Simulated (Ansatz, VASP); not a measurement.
## Rh: VASP beside Ansatz

```
Rh
1.0
     0.05705    1.93007    1.93007
     1.93007    0.05705    1.93007
     1.93007    1.93007    0.05705
Rh
1
Direct
  0.00000 0.00000 0.00000
```

Change from the starting cell: equal xy, yz and zx shear strains of +3 %, PAW files.

Alike in both runs: task electric field gradients; functional PBE; k mesh 16 × 16 × 16; occupations fermi-dirac, width 0.08 eV; no spin polarisation.

```csv
,VASP,Ansatz
version,VASP 6.6.1,Ansatz 0.2.0
potentials or method,"VASP PAW PBE potentials, release 64 (Rh_pv)","PAW with Ansatz's default frozen-core files, scalar-relativistic"
plane-wave cutoff (eV),520,420
valence electrons in the cell,15,17
```

VASP gave:

| Property | Result |
| --- | --- |
| pressure (GPa) | 7.0 |
| traceless stress, the component that is largest in VASP (GPa) | -5.91 |
| size of Vzz on the site where it differs most (V/Å²) | 3.9 |

Q: What did Ansatz give for the same quantities?

A: Pressure (GPa): 7.0; traceless stress, the component that is largest in VASP (GPa): -5.91; size of Vzz on the site where it differs most (V/Å²): 1.0.

VASP's potentials hold 15 valence electrons a cell and Ansatz's 17, so a difference there can come from the potentials and not from the codes.
